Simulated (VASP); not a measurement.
A run of VASP 6.6.1 is set up as follows.

File INCAR:

```
  PREC = Accurate
  ENCUT = 520
  EDIFF = 1E-6
  ISMEAR = 0
  SIGMA = 0.15
  LREAL = F
  LASPH = T
  NELM = 60
  ALGO = Fast
  ISIF = 2
  LWAVE = F
  LCHARG = T
  GGA = PE
  LELF = T
  LVHAR = T
  NBANDS = 12
```

The input KPOINTS:

```
regular mesh
0
Gamma
  22 22 22
```

The input POSCAR:

```
Ti
1.0
   -1.4498190364      1.4498190364      2.2701266472
    1.4498190364     -1.4498190364      2.2701266472
    1.4498190364      1.4498190364     -2.2701266472
Ti
1
Direct
    0.0000000000      0.0000000000      0.0000000000
```

Potentials or basis: VASP PAW PBE potentials, release 64 (Ti_sv).

Command:

```sh
$ cat potpaw_PBE.64/Ti_sv/POTCAR > POTCAR
$ mpirun -np 1 vasp_std > vasp.out
```

(1) What does it give for the band gap on the k mesh?

(2) Estimate the pressure.

## Answers

(1) zero (band 6 reaches 7.85 eV, above the bottom of band 7 at 6.70 eV).

(2) -8.7 GPa.
